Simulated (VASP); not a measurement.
## Mg8O7 (a cell with a defect): relaxation of the atoms with PBE

The system is Mg8O7 (a cell with a defect).

```
CELL_PARAMETERS angstrom
0.00000 4.25370 -4.25370
4.25370 4.25370 0.00000
4.25370 0.00000 -4.25370
ATOMIC_POSITIONS crystal
Mg 0.98792 0.99667 0.52183
Mg 0.99402 0.51659 0.50012
Mg 0.50000 0.00000 0.50000
Mg 0.49298 0.49401 0.49772
Mg 0.99768 0.99958 0.99033
Mg 0.00000 0.50000 0.00000
Mg 0.51790 0.97924 0.99729
Mg 0.50529 0.48449 0.00631
O 0.25000 0.25000 0.25000
O 0.75000 0.75000 0.25000
O 0.75000 0.25000 0.25000
O 0.25000 0.75000 0.75000
O 0.25000 0.25000 0.75000
O 0.75000 0.75000 0.75000
O 0.75000 0.25000 0.75000
```

This cell differs from its parent crystal: atoms taken out.

| Property | Result |
| --- | --- |
| Program | VASP 6.6.1 |
| Task | relaxation of the atoms |
| Functional | PBE |
| Potentials or basis | VASP PAW PBE potentials, release 64 (Mg, O) |
| Cutoff | 520 eV |
| k mesh | 2 × 2 × 2 |
| Occupations | gaussian, width 0.01 eV |
| Spin | no spin polarisation |
| Dipole correction | no |
| Further INCAR settings | LREAL = Auto; ALGO = Normal; EDIFF = 1e-06; IBRION = 2; EDIFFG = -0.025; NSW = 65 |

```json
{
 "Energy gained by relaxing": "17.3 meV/atom",
 "Ionic steps": "10",
 "Pressure after relaxing": "1.3 GPa",
 "Largest force after relaxing": "0.010 eV/Å",
 "Band gap on the k mesh": "2.27 eV"
}
```

Forces on the atoms (eV/Å):
```
Mg  -0.009  0.002  0.001
Mg   0.006 -0.007  0.004
Mg   0.002  0.001  0.003
Mg  -0.001 -0.002  0.001
Mg   0.000  0.004 -0.002
Mg   0.000  0.000 -0.003
Mg  -0.006  0.005 -0.002
Mg   0.007 -0.001  0.000
O    0.002 -0.001  0.000
O    0.000 -0.003 -0.002
O    0.001 -0.001 -0.002
O   -0.005 -0.001 -0.004
O    0.000  0.003  0.002
O   -0.001 -0.004 -0.002
O    0.004  0.005  0.006
```

The path:
| step | energy change (eV) | largest force (eV/Å) | pressure (GPa) |
| --- | --- | --- | --- |
| 1 | 0.0000 | 1.5156 | 2.10 |
| 2 | -0.2083 | 0.4813 | 1.49 |
| 3 | -0.2110 | 0.5290 | 1.45 |
| 4 | -0.2438 | 0.2171 | 1.37 |
| 5 | -0.2494 | 0.2415 | 1.36 |
| 6 | -0.2562 | 0.1213 | 1.34 |
| 7 | -0.2591 | 0.0575 | 1.35 |
| 8 | -0.2597 | 0.0274 | 1.33 |
| 9 | -0.2597 | 0.0302 | 1.32 |
| 10 | -0.2598 | 0.0097 | 1.33 |

Final structure:
```yaml
crystal:
  lattice:
    - [0.00000, 4.25370, -4.25370]
    - [4.25370, 4.25370, 0.00000]
    - [4.25370, 0.00000, -4.25370]
  atoms:
    - { symbol: Mg, position: [0.99880, 0.99887, 0.50185] }
    - { symbol: Mg, position: [0.99948, 0.49738, 0.50133] }
    - { symbol: Mg, position: [0.49981, 0.99793, 0.50095] }
    - { symbol: Mg, position: [0.50043, 0.49740, 0.50154] }
    - { symbol: Mg, position: [0.99895, 0.99867, 0.00030] }
    - { symbol: Mg, position: [0.99966, 0.49809, 0.00086] }
    - { symbol: Mg, position: [0.50004, 0.99860, 0.00052] }
    - { symbol: Mg, position: [0.50059, 0.49723, 0.00001] }
    - { symbol: O, position: [0.24976, 0.24804, 0.25085] }
    - { symbol: O, position: [0.74973, 0.74807, 0.25088] }
    - { symbol: O, position: [0.74971, 0.24809, 0.25086] }
    - { symbol: O, position: [0.24963, 0.74815, 0.75090] }
    - { symbol: O, position: [0.24971, 0.24801, 0.75095] }
    - { symbol: O, position: [0.74972, 0.74812, 0.75084] }
    - { symbol: O, position: [0.74975, 0.24795, 0.75096] }
```

Levels at points of the mesh, in eV from the valence-band top:
| k point | band 25 | band 26 | band 27 | band 28 | band 29 | band 30 | band 31 | band 32 | band 33 | band 34 |
| --- | --- | --- | --- | --- | --- | --- | --- | --- | --- | --- |
| (0.00, 0.00, 0.00) | -3.61 | -3.16 | -3.15 | -3.15 | -2.20 | 2.68 | 4.77 | 4.77 | 4.77 | 5.60 |
| (0.50, 0.00, 0.00) | -3.58 | -3.58 | -3.33 | -3.33 | -0.50 | 2.27 | 4.64 | 4.65 | 4.91 | 5.08 |
| (0.00, 0.50, 0.00) | -3.58 | -3.58 | -3.33 | -3.33 | -0.50 | 2.27 | 4.64 | 4.65 | 4.91 | 5.08 |
| (0.00, 0.00, 0.50) | -3.58 | -3.58 | -3.33 | -3.33 | -0.50 | 2.27 | 4.64 | 4.65 | 4.91 | 5.08 |
| (0.50, 0.50, 0.50) | -3.58 | -3.58 | -3.33 | -3.33 | -0.50 | 2.27 | 4.64 | 4.65 | 4.91 | 5.08 |
| (0.50, 0.50, 0.00) | -3.70 | -3.69 | -3.61 | -3.61 | 0.00 | 2.53 | 3.89 | 3.89 | 5.36 | 6.27 |
| (0.00, 0.50, 0.50) | -3.69 | -3.69 | -3.61 | -3.61 | 0.00 | 2.53 | 3.89 | 3.89 | 5.36 | 6.27 |
| (0.50, 0.00, 0.50) | -3.70 | -3.69 | -3.61 | -3.61 | 0.00 | 2.53 | 3.89 | 3.89 | 5.36 | 6.27 |

Run time: 19 min on 1 thread of Intel Xeon 8259CL, on a shared host, peak memory 0.34 GiB.

Caveat: the k points lie up to 0.64 Å⁻¹ apart; the cell differs from its parent crystal (atoms taken out).
